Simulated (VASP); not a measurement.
Set up this calculation in VASP 6.6.1, as the native input.

| Property | Result |
| --- | --- |
| Task | single point |
| Functional | LDA |
| Potentials or basis | VASP PAW LDA potentials, release 64 (Pt) |
| Cutoff | 520 eV |
| k mesh | 12 × 12 × 8 |
| Occupations | gaussian, width 0.15 eV |
| Spin | no spin polarisation |
| Dipole correction | no |
| Further INCAR settings | ALGO = Normal; EDIFF = 1e-06; NBANDS = 17 |

The structure of Pt lies in POSCAR:

```
Pt
1.0
    2.7079582014      0.0000000000      0.0000000000
   -1.3539791007      2.3451605948      0.0000000000
    0.0000000000      0.0000000000      4.6781625695
Pt
2
Direct
    0.6666666667      0.3333333333      0.7500000000
    0.3333333333      0.6666666667      0.2500000000
```

The input as run:

INCAR

```
SYSTEM = Pt
ALGO     = Normal         ! electronic algorithm
EDIFF    = 1E-6           ! SCF threshold, eV
ENCUT    = 520            ! plane-wave cutoff, eV
GGA      = CA             ! functional
ISIF     = 2              ! what is computed and relaxed
ISMEAR   = 0              ! smearing method
LASPH    = .True.         ! aspherical terms in the spheres
LCHARG   = .False.        ! write CHGCAR
LREAL    = .False.        ! projectors in reciprocal space
LWAVE    = .False.        ! write WAVECAR
NBANDS   = 17             ! bands
NELM     = 80             ! most SCF steps
PREC     = Accurate       ! precision mode
SIGMA    = 0.15           ! smearing width, eV
```

KPOINTS

```
k-points
0
Gamma
  12 12 8
  0 0 0
```

Potentials or basis: VASP PAW LDA potentials, release 64 (Pt).

Run with:

```bash
$ cat potpaw_LDA.64/Pt/POTCAR > POTCAR
$ mpirun -np 1 vasp_std > vasp.out
```

It gave:

```
Pressure               : 0.9 GPa
Band gap on the k mesh : zero (band 10 reaches 11.96 eV, above the bottom of band 11 at 10.54 eV)
```

Caveat: spin-orbit coupling is left out, which moves the levels of the heavy elements.

Wall time 29 s on 1 thread of Intel(R) Xeon(R) Platinum 8375C CPU @ 2.90GHz (Ice Lake) (shared host), peak memory 0.15 GiB.
